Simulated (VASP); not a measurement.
# Pd (I4/mmm) in VASP: notebook, part 3 of 3

VASP 6.6.1. Earlier steps stand in the parts before.

## (5) Single point, PBEsol (strain +0.050 along x and y, +0.025 along z)

File INCAR:

```
  ALGO = Normal
  EDIFF = 1E-6
  ENCUT = 520
  GGA = PS
  ISIF = 2
  ISMEAR = 0
  LASPH = T
  LCHARG = F
  LREAL = F
  LWAVE = F
  NBANDS = 11
  NELM = 100
  PREC = Accurate
  SIGMA = 0.15
```

File KPOINTS:

```
k-points
0
Gamma
  20 20 20
```

File POSCAR:

```
Pd
1.0
    0.0000000000      2.0421450000      1.9935225000
    2.0421450000      0.0000000000      1.9935225000
    2.0421450000      2.0421450000      0.0000000000
Pd
1
Direct
    0.0000000000      0.0000000000      0.0000000000
```

Potentials or basis: VASP PAW PBE potentials, release 64 (Pd).

Launch:

```console
$ cat potpaw_PBE.64/Pd/POTCAR > POTCAR
$ mpirun -np 1 vasp_std > vasp.out
```

OUTCAR:

```text
EDIFF = 1E-6
   ENCUT = 520
   GGA = PS
   ISIF = 2
   ISMEAR = 0
   LASPH = T
   LREAL = F
   NELM = 100
   PREC = Accurate

 ion  position               nearest neighbor table
   1  0.000  0.000  0.000-

  LATTYP: Found a body centered tetragonal cell.
 ALAT       =     2.8880291553
 C/A-ratio  =     1.3805418109

  Lattice vectors:

 A1 = (   0.0000000000,  -2.0421450000,  -1.9935225000)
 A2 = (   0.0000000000,   2.0421450000,  -1.9935225000)
 A3 = (   2.0421450000,   0.0000000000,   1.9935225000)

Analysis of symmetry for initial positions (statically):
=====================================================================
 Subroutine PRICEL returns:
 Original cell was already a primitive cell.

 Routine SETGRP: Setting up the symmetry group for a
 body centered tetragonal supercell.

 Subroutine GETGRP returns: Found 16 space group operations
 (whereof 16 operations were pure point group operations)
 out of a pool of 16 trial point group operations.

The static configuration has the point symmetry D_4h.

Analysis of symmetry for dynamics (positions and initial velocities):
=====================================================================
 Subroutine PRICEL returns:
 Original cell was already a primitive cell.

 Routine SETGRP: Setting up the symmetry group for a
 body centered tetragonal supercell.

 Subroutine GETGRP returns: Found 16 space group operations
 (whereof 16 operations were pure point group operations)
 out of a pool of 16 trial point group operations.

The dynamic configuration has the point symmetry D_4h.

 Subroutine INISYM returns: Found 16 space group operations
 (whereof 16 operations are pure point group operations),
 and found     1 'primitive' translations

----------------------------------------------------------------------------------------

                                     Primitive cell

  volume of cell :      16.6274
[... 107 lines left out ...]
     AMIX_MAG =   1.60;   BMIX_MAG =  1.00
  volume/ion in A,a.u.               =      16.63       112.21
  Fermi-wavevector in a.u.,A,eV,Ry     =   1.381869  2.611353 25.981151  1.909561
  Thomas-Fermi vector in A             =   2.506613
   LORBIT       =      0    0 simple, 1 ext, 2 COOP (PROOUT), +10 PAW based schemes
   GGA     = PS    functional components
   LHFCALC =     F    Hartree Fock is set to
   AEXX    =    0.0000 exact exchange contribution
   IVDW    =     0    specifies the selected vdW correction
   LEPSILON=     F    determine dielectric tensor
   LRPA    =     F    only Hartree local field effects (RPA)
 non-spin polarized calculation
 Gauss-broadening in eV      SIGMA  =   0.15
  energy-cutoff  :      520.00
  volume of cell :       16.63
 maximum number of plane-waves:       467
 NGX is ok and might be reduce to    24
   NGX = 11   NGY = 11   NGZ = 11

 number of electron      10.0000000 magnetization

 Free energy of the ion-electron system (eV)
  ---------------------------------------------------
  ext. energy  EPLUGINS =         0.00000000
  ---------------------------------------------------
  free energy    TOTEN  =        -5.82967950 eV

  energy without entropy =       -5.79800957  energy(sigma->0) =       -5.81384453

 E-fermi :   7.7242     XC(G=0): -12.6489

 val. band max:        7.7226301052   @ k =   0.4500  -0.0000   0.2000
 cond. band min:       7.7250613037   @ k =   0.3500   0.2000   0.1500
 fundamental gap:      0.0024311985
 Fermi energy:         7.7241978060

 k-point     1 :       0.0000    0.0000    0.0000
  band No.  band energies     occupation
      1       1.3806      2.00000
      2       5.3085      2.00000
      3       5.3085      2.00000
      4       5.4992      2.00000
      5       6.6130      2.00000
      6       6.8034      2.00000
      7      24.7368      0.00000
      8      28.6739      0.00000
      9      28.6739      0.00000
     10      29.1187      0.00000
     11      33.5645      0.00000
[... 309 lines left out ...]
 k-point    24 :      -0.3500    0.0500    0.0000
  band No.  band energies     occupation
      1       3.3663      2.00000
      2       5.4038      2.00000
      3       5.5194      2.00000
      4       6.5897      2.00000
      5       7.2515      1.99999
      6       7.8163      0.38535
      7      17.0804      0.00000
      8      24.6122      0.00000
      9      27.5310      0.00000
     10      28.7747      0.00000
     11      32.4967      0.00000

 [... further k-points ...]
[... 5 lines left out ...]
  --------------------------------------------------------------------------------------
  -------------------------------------------------------------------------------------
  Total       -1.9910739     -1.9910739     -1.9151038      0.0000000     -0.0000000      0.0000000
  in kB     -191.8552405   -191.8552405   -184.5349456      0.0000000     -0.0000000      0.0000000
  external PRESSURE =    -189.4151422 kB  Pullay stress =       0.0000000 kB

 VOLUME and BASIS-vectors are now :
 -----------------------------------------------------------------------------
  energy-cutoff  :      520.00
  volume of cell :       16.63
      direct lattice vectors                 reciprocal lattice vectors
     0.000000000  2.042145000  1.993522500    -0.244840597  0.244840597  0.250812318
     2.042145000  0.000000000  1.993522500     0.244840597 -0.244840597  0.250812318
     2.042145000  2.042145000  0.000000000     0.244840597  0.244840597 -0.250812318

 POSITION                                       TOTAL-FORCE (eV/Angst)
 -----------------------------------------------------------------------------------
      0.00000      0.00000      0.00000         0.000000     -0.000000      0.000000
 -----------------------------------------------------------------------------------
    total drift:                               -0.000000      0.000000     -0.000000

  FREE ENERGIE OF THE ION-ELECTRON SYSTEM (eV)
  ---------------------------------------------------
  free  energy   TOTEN  =        -5.8296794998 eV

  energy  without entropy=       -5.7980095694  energy(sigma->0) =       -5.81384453
```

stdout:

```text
POSCAR found type information on POSCAR Pd
 POSCAR found :  1 types and       1 ions
 scaLAPACK will be used
 -----------------------------------------------------------------------------
|                                                                             |
|                                                                             |
|     You enforced a specific xc type in the INCAR file but a different       |
|     I HOPE YOU KNOW WHAT YOU ARE DOING!                                     |
|                                                                             |
 -----------------------------------------------------------------------------

 LDA part: xc-table for (Slater+PW92), standard interpolation
 POSCAR, INCAR and KPOINTS ok, starting setup
 FFT: planning ... GRIDC
 FFT: planning ... GRID_SOFT
 FFT: planning ... GRID
 WAVECAR not read
 entering main loop
```

Run time: 40 s. Hardware: 1 thread of Intel Xeon Platinum 8488C (Sapphire Rapids), shared host; peak memory 0.23 GiB.

Results:

* Free energy: -5.8297 eV
* Pressure: -18.9 GPa
* Band gap on the k mesh: zero (band 5 reaches 8.01 eV, above the bottom of band 6 at 6.68 eV)

Caveat: the cell differs from its parent crystal (strain +0.050 along x and y, +0.025 along z); the PAW data sets were made with another functional, which shifts forces and pressure a little.

## (6) Single point, PBEsol (strain -0.025 along x and y, +0.025 along z)

File INCAR:

```
PREC = Accurate ; ENCUT = 520
EDIFF = 1E-6 ; ISMEAR = 0
SIGMA = 0.15 ; LREAL = False
LASPH = True ; NELM = 60
ALGO = Fast ; ISIF = 2
LWAVE = False ; LCHARG = False
GGA = PS ; NBANDS = 11
```

File KPOINTS:

```
Automatic mesh
0
Gamma
  20 20 20
```

File POSCAR:

```
Pd
1.0
    0.0000000000      1.8962775000      1.9935225000
    1.8962775000      0.0000000000      1.9935225000
    1.8962775000      1.8962775000      0.0000000000
Pd
1
Direct
    0.0000000000      0.0000000000      0.0000000000
```

Potentials or basis: VASP PAW PBE potentials, release 64 (Pd).

Launch:

```console
$ cat potpaw_PBE.64/Pd/POTCAR > POTCAR
$ mpirun -np 1 vasp_std > vasp.out
```

OUTCAR:

```text
PREC = Accurate
   ENCUT = 520
   EDIFF = 1E-6
   ISMEAR = 0
   LREAL = False
   LASPH = True
   NELM = 60
   ISIF = 2
   GGA = PS

 ion  position               nearest neighbor table
   1  0.000  0.000  0.000-

  LATTYP: Found a body centered tetragonal cell.
 ALAT       =     2.6817413585
 C/A-ratio  =     1.4867373348

  Lattice vectors:

 A1 = (  -1.8962775000,   0.0000000000,   1.9935225000)
 A2 = (   1.8962775000,   0.0000000000,   1.9935225000)
 A3 = (   0.0000000000,   1.8962775000,  -1.9935225000)

Analysis of symmetry for initial positions (statically):
=====================================================================
 Subroutine PRICEL returns:
 Original cell was already a primitive cell.

 Routine SETGRP: Setting up the symmetry group for a
 body centered tetragonal supercell.

 Subroutine GETGRP returns: Found 16 space group operations
 (whereof 16 operations were pure point group operations)
 out of a pool of 16 trial point group operations.

The static configuration has the point symmetry D_4h.

Analysis of symmetry for dynamics (positions and initial velocities):
=====================================================================
 Subroutine PRICEL returns:
 Original cell was already a primitive cell.

 Routine SETGRP: Setting up the symmetry group for a
 body centered tetragonal supercell.

 Subroutine GETGRP returns: Found 16 space group operations
 (whereof 16 operations were pure point group operations)
 out of a pool of 16 trial point group operations.

The dynamic configuration has the point symmetry D_4h.

 Subroutine INISYM returns: Found 16 space group operations
 (whereof 16 operations are pure point group operations),
 and found     1 'primitive' translations

----------------------------------------------------------------------------------------

                                     Primitive cell

  volume of cell :      14.3369

[... 107 lines left out ...]
  volume/ion in A,a.u.               =      14.34        96.75
  Fermi-wavevector in a.u.,A,eV,Ry     =   1.451855  2.743608 28.679481  2.107882
  Thomas-Fermi vector in A             =   2.569304
   LORBIT       =      0    0 simple, 1 ext, 2 COOP (PROOUT), +10 PAW based schemes
   GGA     = PS    functional components
   LHFCALC =     F    Hartree Fock is set to
   AEXX    =    0.0000 exact exchange contribution
   IVDW    =     0    specifies the selected vdW correction
   LEPSILON=     F    determine dielectric tensor
   LRPA    =     F    only Hartree local field effects (RPA)
 non-spin polarized calculation
 RMM-DIIS sequential band-by-band and
 Gauss-broadening in eV      SIGMA  =   0.15
  energy-cutoff  :      520.00
  volume of cell :       14.34
 maximum number of plane-waves:       400
   NGX = 11   NGY = 11   NGZ =  9

 number of electron      10.0000002 magnetization

 Free energy of the ion-electron system (eV)
  ---------------------------------------------------
  ext. energy  EPLUGINS =         0.00000000
  ---------------------------------------------------
  free energy    TOTEN  =        -5.96562440 eV

  energy without entropy =       -5.93959138  energy(sigma->0) =       -5.95260789

 E-fermi :  10.1024     XC(G=0): -13.5579

 val. band max:       10.1014588818   @ k =  -0.2500   0.3000   0.2500
 cond. band min:      10.1043660999   @ k =  -0.2500   0.4000   0.2500
 fundamental gap:      0.0029072181
 Fermi energy:        10.1024057719

 k-point     1 :       0.0000    0.0000    0.0000
  band No.  band energies     occupation
      1       2.6458      2.00000
      2       6.7893      2.00000
      3       7.2987      2.00000
      4       7.2987      2.00000
      5       8.5475      2.00000
      6       9.0824      2.00000
      7      27.2886      0.00000
      8      31.3653      0.00000
      9      32.5993      0.00000
     10      32.5993      0.00000
     11      37.3393      0.00000
[... 309 lines left out ...]
 k-point    24 :      -0.3500    0.0500    0.0000
  band No.  band energies     occupation
      1       4.7062      2.00000
      2       6.9696      2.00000
      3       7.4812      2.00000
      4       8.5656      2.00000
      5       9.4621      2.00000
      6      10.2657      0.12369
      7      20.5328      0.00000
      8      27.1238      0.00000
      9      31.2923      0.00000
     10      33.6401      0.00000
     11      36.3982      0.00000

 [... further k-points ...]
[... 5 lines left out ...]
  --------------------------------------------------------------------------------------
  -------------------------------------------------------------------------------------
  Total        0.3901156      0.3901156      0.0382666      0.0000000      0.0000000     -0.0000000
  in kB       43.5962374     43.5962374      4.2763754      0.0000000      0.0000000     -0.0000000
  external PRESSURE =      30.4896168 kB  Pullay stress =       0.0000000 kB

 VOLUME and BASIS-vectors are now :
 -----------------------------------------------------------------------------
  energy-cutoff  :      520.00
  volume of cell :       14.34
      direct lattice vectors                 reciprocal lattice vectors
     0.000000000  1.896277500  1.993522500    -0.263674489  0.263674489  0.250812318
     1.896277500  0.000000000  1.993522500     0.263674489 -0.263674489  0.250812318
     1.896277500  1.896277500  0.000000000     0.263674489  0.263674489 -0.250812318

 POSITION                                       TOTAL-FORCE (eV/Angst)
 -----------------------------------------------------------------------------------
      0.00000      0.00000      0.00000         0.000000      0.000000     -0.000000
 -----------------------------------------------------------------------------------
    total drift:                                0.000000      0.000000      0.000000

  FREE ENERGIE OF THE ION-ELECTRON SYSTEM (eV)
  ---------------------------------------------------
  free  energy   TOTEN  =        -5.9656243952 eV

  energy  without entropy=       -5.9395913774  energy(sigma->0) =       -5.95260789
```

OSZICAR:

```text
N       E                     dE             d eps       ncg     rms          rms(c)
DAV:   1     0.419615444562E+02    0.41962E+02   -0.51945E+03 14174   0.858E+02
DAV:   2    -0.579243182767E+01   -0.47754E+02   -0.46219E+02 15808   0.184E+02
DAV:   3    -0.635662849428E+01   -0.56420E+00   -0.56230E+00 16937   0.214E+01
DAV:   4    -0.635895540492E+01   -0.23269E-02   -0.23266E-02 17106   0.145E+00
DAV:   5    -0.635897802986E+01   -0.22625E-04   -0.22624E-04 18324   0.130E-01    0.903E+00
RMM:   6    -0.598552782892E+01    0.37345E+00   -0.49055E-01 14928   0.648E+00    0.404E+00
RMM:   7    -0.597057996210E+01    0.14948E-01   -0.11439E-02 17006   0.122E+00    0.210E+00
RMM:   8    -0.596564391734E+01    0.49360E-02   -0.20804E-03 17148   0.449E-01    0.151E-01
RMM:   9    -0.596561490596E+01    0.29011E-04   -0.24504E-04 18919   0.133E-01    0.345E-02
RMM:  10    -0.596562237601E+01   -0.74700E-05   -0.58208E-05 18705   0.569E-02    0.102E-02
RMM:  11    -0.596562412536E+01   -0.17493E-05   -0.17160E-05 18463   0.270E-02    0.895E-03
RMM:  12    -0.596562439516E+01   -0.26980E-06   -0.38911E-06 15003   0.147E-02
   1 F= -.59656244E+01 E0= -.59526079E+01  d E =-.260330E-01
```

Wall time 51 s (1 thread of Intel Xeon Platinum 8375C at 2.90GHz (Ice Lake), shared host); peak memory 0.21 GiB.

What came out:

* Free energy: -5.9656 eV
* Pressure: 3.0 GPa
* Band gap on the k mesh: zero (band 5 reaches 10.61 eV, above the bottom of band 6 at 8.76 eV)

Stress tensor (GPa, compression positive):
```
4.36 0.00 0.00
0.00 4.36 0.00
0.00 0.00 0.43
```

Levels at points of the mesh, in eV from the Fermi level:
| k point | band 2 | band 3 | band 4 | band 5 | band 6 | band 7 | band 8 | band 9 |
| --- | --- | --- | --- | --- | --- | --- | --- | --- |
| (0.00, 0.00, 0.00) | -3.31 | -2.80 | -2.80 | -1.55 | -1.02 | 17.19 | 21.26 | 22.50 |
| (0.50, 0.00, 0.00) | -3.26 | -2.80 | -0.11 | 0.09 | 0.87 | 7.52 | 16.42 | 20.89 |
| (0.50, 0.50, 0.00) | -5.38 | -0.01 | 0.30 | 0.30 | 2.61 | 10.12 | 13.92 | 13.92 |
| (0.50, 0.00, 0.50) | -5.35 | -0.06 | 0.13 | 0.50 | 3.60 | 11.48 | 12.83 | 13.14 |

Caveat: the cell differs from its parent crystal (strain -0.025 along x and y, +0.025 along z); the PAW data sets were made with another functional, which shifts forces and pressure a little.

## (7) Summary

```tsv
cell	gap on the mesh (eV)	pressure (GPa)
a = 2.718, b = 2.718, c = 2.613 Å, angles 61.3, 61.3, 57.5°, 1 atom	none	16.5
a = 2.716, b = 2.716, c = 2.682 Å, angles 60.4, 60.4, 59.2°, 1 atom	none	8.7
a = 2.716, b = 2.716, c = 2.751 Å, angles 59.6, 59.6, 60.8°, 1 atom	none	2.7
a = 2.854, b = 2.854, c = 2.888 Å, angles 59.6, 59.6, 60.8°, 1 atom	none	-18.9
a = 2.751, b = 2.751, c = 2.682 Å, angles 60.8, 60.8, 58.3°, 1 atom	none	3.0
```

Alike in all rows: task single point; level PBEsol; potentials or basis VASP PAW PBE potentials, release 64 (Pd); no spin polarisation; k mesh 20 × 20 × 20; cutoff (eV) 520; smearing gaussian 0.15 eV.

Caveats: the PAW data sets were made with another functional, which shifts forces and pressure a little.

Absolute energies hang on the potentials; compare differences alone.
